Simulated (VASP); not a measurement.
# HC12 (a cell with a defect) in VASP: a series of runs, part 2 of 2

VASP 6.6.1.

### Step 4. Single point, PBE

Contents of INCAR:

```
SYSTEM = HC12
  PREC = Accurate
  ENCUT = 520
  EDIFF = 1E-7
  ISMEAR = 0
  SIGMA = 0.05
  LREAL = .False.
  LASPH = .True.
  NELM = 80
  ALGO = Normal
  ISIF = 2
  LWAVE = .False.
  LCHARG = .False.
  GGA = PE
  NBANDS = 36
  NELECT = 48.0
```

Contents of KPOINTS:

```
Automatic mesh
0
Gamma
  6 6 6
  0 0 0
```

Contents of POSCAR:

```
HC12
1.0
   -3.5715485858     -1.7857742929     -1.7857742929
   -1.7857742929     -3.5715485858      1.7857742929
   -3.5715485858      1.7857742929      1.7857742929
C H
12 1
Direct
    0.9166666667      0.6666666667      0.2500000000
    0.5833333333      0.3333333333      0.2500000000
    0.2500000000      0.0000000000      0.2500000000
    0.0833333333      0.3333333333      0.7500000000
    0.7500000000      0.0000000000      0.7500000000
    0.4166666667      0.6666666667      0.7500000000
    0.5416666667      0.6666666667      0.3750000000
    0.2083333333      0.3333333333      0.3750000000
    0.8750000000      0.0000000000      0.3750000000
    0.7083333333      0.3333333333      0.8750000000
    0.3750000000      0.0000000000      0.8750000000
    0.0416666667      0.6666666667      0.8750000000
    0.6458333333      0.5833333333      0.0625000000
```

Potentials or basis: VASP PAW PBE potentials, release 64 (C, H).

Launch:

```
$ cat potpaw_PBE.64/C/POTCAR potpaw_PBE.64/H/POTCAR > POTCAR
$ mpirun -np 1 vasp_std > vasp.out
```

OUTCAR:

```text
SYSTEM = HC12
   PREC = Accurate
   ENCUT = 520
   EDIFF = 1E-7
   ISMEAR = 0
   LREAL = .False.
   LASPH = .True.
   NELM = 80
   ISIF = 2
   GGA = PE
   NELECT = 48.0

 ion  position               nearest neighbor table
   1  0.917  0.667  0.250-   9 1.55   7 1.55  12 1.55   8 1.55
   2  0.583  0.333  0.250-  13 1.34  10 1.55   8 1.55   9 1.55   7 1.55
   3  0.250  0.000  0.250-   8 1.55   9 1.55  11 1.55   7 1.55
   4  0.083  0.333  0.750-   8 1.55  10 1.55  11 1.55  12 1.55
   5  0.750  0.000  0.750-  10 1.55   9 1.55  11 1.55  12 1.55
   6  0.417  0.667  0.750-  11 1.55   7 1.55  12 1.55  10 1.55
   7  0.542  0.667  0.375-  13 1.34   6 1.55   1 1.55   3 1.55   2 1.55
   8  0.208  0.333  0.375-   3 1.55   2 1.55   4 1.55   1 1.55
   9  0.875  0.000  0.375-   1 1.55   3 1.55   5 1.55   2 1.55
  10  0.708  0.333  0.875-  13 1.34   5 1.55   2 1.55   4 1.55   6 1.55
  11  0.375  0.000  0.875-   6 1.55   5 1.55   3 1.55   4 1.55
  12  0.042  0.667  0.875-   1 1.55   6 1.55   5 1.55   4 1.55
  13  0.646  0.583  0.062-   2 1.34  10 1.34   7 1.34

  LATTYP: Found a base centered monoclinic cell.
 ALAT       =     4.3742358134
 B/A-ratio  =     1.7320508076
 C/A-ratio  =     1.0000000000
 COS(beta)  =    -0.3333333333

  Lattice vectors:

 A1 = (   1.7857742929,  -1.7857742929,   3.5715485858)
 A2 = (   1.7857742929,   3.5715485858,  -1.7857742929)
 A3 = (  -3.5715485858,   1.7857742929,   1.7857742929)

Analysis of symmetry for initial positions (statically):
=====================================================================
 Subroutine PRICEL returns:
 Original cell was already a primitive cell.

 Routine SETGRP: Setting up the symmetry group for a
 base centered monoclinic supercell.

 Subroutine GETGRP returns: Found  1 space group operations
 (whereof  1 operations were pure point group operations)
 out of a pool of  4 trial point group operations.

The static configuration has the point symmetry C_1 .

[... 160 lines left out ...]
   LHFCALC =     F    Hartree Fock is set to
   AEXX    =    0.0000 exact exchange contribution
   IVDW    =     0    specifies the selected vdW correction
   LEPSILON=     F    determine dielectric tensor
   LRPA    =     F    only Hartree local field effects (RPA)
 non-spin polarized calculation
 Gauss-broadening in eV      SIGMA  =   0.05
  energy-cutoff  :      520.00
  volume of cell :       68.34
 maximum number of plane-waves:      1862
 NGX is ok and might be reduce to    36
   NGX = 17   NGY = 17   NGZ = 17

 number of electron      48.0000003 magnetization

 Free energy of the ion-electron system (eV)
  ---------------------------------------------------
  ext. energy  EPLUGINS =         0.00000000
  ---------------------------------------------------
  free energy    TOTEN  =      -118.52381835 eV

  energy without entropy =     -118.52381835  energy(sigma->0) =     -118.52381835

 E-fermi :  10.0695     XC(G=0): -13.2562

 val. band max:        9.8617154425   @ k =   0.0000   0.0000   0.0000
 cond. band min:      11.8438157542   @ k =  -0.3333   0.3333   0.3333
 fundamental gap:      1.9821003117
 Fermi energy:        10.0695286410

 k-point     1 :       0.0000    0.0000    0.0000
  band No.  band energies     occupation
      1     -12.0930      2.00000
      2      -6.1004      2.00000
      3      -5.7196      2.00000
      4      -4.3421      2.00000
      5      -4.0278      2.00000
      6      -3.8190      2.00000
[... 925 lines left out ...]
     35      18.9118      0.00000
     36      20.0628      0.00000

 [... further k-points ...]
[... 5 lines left out ...]
  --------------------------------------------------------------------------------------
  -------------------------------------------------------------------------------------
  Total       -7.4829257     -9.1131542     -7.5835058     -0.0350289      0.0521760     -1.0047892
  in kB     -175.4369506   -213.6576045   -177.7950479     -0.8212516      1.2232654    -23.5572502
  external PRESSURE =    -188.9632010 kB  Pullay stress =       0.0000000 kB

 VOLUME and BASIS-vectors are now :
 -----------------------------------------------------------------------------
  energy-cutoff  :      520.00
  volume of cell :       68.34
      direct lattice vectors                 reciprocal lattice vectors
    -3.571548586 -1.785774293 -1.785774293    -0.139995296 -0.046665099 -0.233325493
    -1.785774293 -3.571548586  1.785774293     0.000000000 -0.186660394  0.186660394
    -3.571548586  1.785774293  1.785774293    -0.139995296  0.139995296  0.139995296

 POSITION                                       TOTAL-FORCE (eV/Angst)
 -----------------------------------------------------------------------------------
     -5.35732     -3.57155     -0.00000        -0.699738     -0.362085     -0.085066
     -3.57155     -1.78577     -0.00000        -0.036141      2.241196      0.079408
     -1.78577      0.00000      0.00000         0.107007     -0.274188      0.643969
     -3.57155      0.00000      1.78577        -0.234581     -0.409377     -0.857054
     -5.35732      0.00000      0.00000         0.222251      0.118017     -0.043532
     -5.35732     -1.78577      1.78577         0.693139      0.099043      0.251646
     -4.46444     -2.67866      0.89289        -1.575424     -0.401207      1.461457
     -2.67866     -0.89289      0.89289         0.275352     -0.114379      0.272927
     -4.46444     -0.89289     -0.89289        -0.340541     -0.249139     -0.091798
     -6.25021     -0.89289      0.89289         1.557395     -0.550643     -1.548098
     -4.46444      0.89289      0.89289         0.305245     -0.596682      0.220092
     -4.46444     -0.89289      2.67866        -0.268322     -0.552653     -0.273074
     -3.57155     -3.12511     -0.00000        -0.005641      1.052097     -0.030879
 -----------------------------------------------------------------------------------
    total drift:                                0.000023     -0.000039     -0.000020

  FREE ENERGIE OF THE ION-ELECTRON SYSTEM (eV)
  ---------------------------------------------------
  free  energy   TOTEN  =      -118.5238183476 eV

  energy  without entropy=     -118.5238183476  energy(sigma->0) =     -118.52381835
```

stdout:

```text
POSCAR found type information on POSCAR C H
 POSCAR found :  2 types and      13 ions
 scaLAPACK will be used
 LDA part: xc-table for (Slater+PW92), standard interpolation
 POSCAR, INCAR and KPOINTS ok, starting setup
 FFT: planning ... GRIDC
 FFT: planning ... GRID_SOFT
 FFT: planning ... GRID
 WAVECAR not read
 entering main loop
 the old and the new charge density differ
 old charge density:    49.00000 new   48.00000
    0.134E+01
```

It took 4.4 min on 1 thread of Intel Xeon Platinum 8259CL at 2.50GHz (Skylake/Cascade Lake), shared host; peak memory 0.32 GiB.

What came out:

| Item | Value |
| --- | --- |
| Free energy | -118.5238 eV |
| Largest force | 2.264 eV/Å |

Forces on the atoms (eV/Å):
```
C   -0.700 -0.362 -0.085
C   -0.036  2.241  0.079
C    0.107 -0.274  0.644
C   -0.235 -0.409 -0.857
C    0.222  0.118 -0.044
C    0.693  0.099  0.252
C   -1.575 -0.401  1.461
C    0.275 -0.114  0.273
C   -0.341 -0.249 -0.092
C    1.557 -0.551 -1.548
C    0.305 -0.597  0.220
C   -0.268 -0.553 -0.273
H   -0.006  1.052 -0.031
```

Caveat: the cell carries a net charge on a neutralising background, which shifts energy and pressure; the cell is charged against a uniform background, so pressure and absolute levels hang on convention.
